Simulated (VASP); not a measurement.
Crystal: Ta3SiO4.

```
Ta Si O
1.0
     4.87321    0.00000    0.00000
     0.00000    4.87321    0.00000
     0.00000    0.00000    4.87321
Ta Si O
3 1 4
Cartesian
  0.0000 2.4366 2.4366
  2.4366 0.0000 2.4366
  2.4366 2.4366 0.0000
  0.0000 0.0000 0.0000
  2.4366 0.0000 0.0000
  0.0000 2.4366 0.0000
  0.0000 0.0000 2.4366
  2.4366 2.4366 2.4366
```

| Item | Value |
| --- | --- |
| Program | VASP 6.6.1 |
| Task | relaxation of cell and atoms |
| Functional | PBE |
| Potentials or basis | VASP PAW PBE potentials, release 64 (Ta_pv, Si, O) |
| Cutoff | 600 eV |
| k mesh | 4 × 4 × 4 |
| Occupations | gaussian, width 0.1 eV |
| Spin | collinear spin, ferromagnetic start |
| Starting moments | [1.0, 1.0, 1.0, 0.0, 0.0, 0.0, 0.0, 0.0] μB |

At the start: pressure -26.8 GPa; volume 14.47 Å³/atom.

Task: Where does the relaxation end?

Result: Over 3 steps the energy falls by 306.6 meV/atom and the volume is 11.53 Å³/atom (-20.3 %); space group Pm-3m (No. 221, to 0.05 Å); moment 0.00 μB per cell.

The path:
```tsv
step	energy change (eV)	largest force (eV/Å)	pressure (GPa)	volume (Å³)
1	0.0000	0.0000	-26.81	115.73
2	-1.1929	0.0000	37.91	79.74
3	-2.4528	0.0000	-0.49	92.27
```

Final structure:
```
Ta Si O
1.0
     4.51876    0.00000    0.00000
     0.00000    4.51876    0.00000
     0.00000    0.00000    4.51876
Ta Si O
3 1 4
Direct
  0.00000 0.50000 0.50000
  0.50000 0.00000 0.50000
  0.50000 0.50000 0.00000
  0.00000 0.00000 0.00000
  0.50000 0.00000 0.00000
  0.00000 0.50000 0.00000
  0.00000 0.00000 0.50000
  0.50000 0.50000 0.50000
```

Caveat: the volume moved by over 15 % at a fixed basis, so the end points are rough.
